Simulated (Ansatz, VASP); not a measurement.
HgTe in VASP and in Ansatz

```xyz
2
Lattice="0.0000 2.8661 2.8661 2.8661 0.0000 2.8661 2.8661 2.8661 0.0000" Properties=species:S:1:pos:R:3 pbc="T T T"
Hg    0.0000    0.0000    0.0000
Te    1.4331    1.4331    1.4331
```

Change from the starting cell: volume scaled by 0.64, LAPW.

Alike in both runs: task single point; functional PBE; k mesh 11 × 11 × 11; occupations fermi-dirac, width 0.05 eV; no spin polarisation.

|  | VASP | Ansatz |
| --- | --- | --- |
| version | VASP 6.6.1 | Ansatz 0.2.0 |
| potentials or method | VASP PAW PBE potentials, release 64 (Hg, Te), cutoff 520 eV | all-electron LAPW, scalar-relativistic |

```tsv
	VASP	Ansatz	Ansatz less VASP
pressure (GPa)	48.4	48.0	-0.41
```

Both programs put the cell under a high pressure, so it lies far from rest at this level. Ansatz ran all-electron here, and VASP with PAW potentials.

Neither program's run includes spin-orbit coupling.
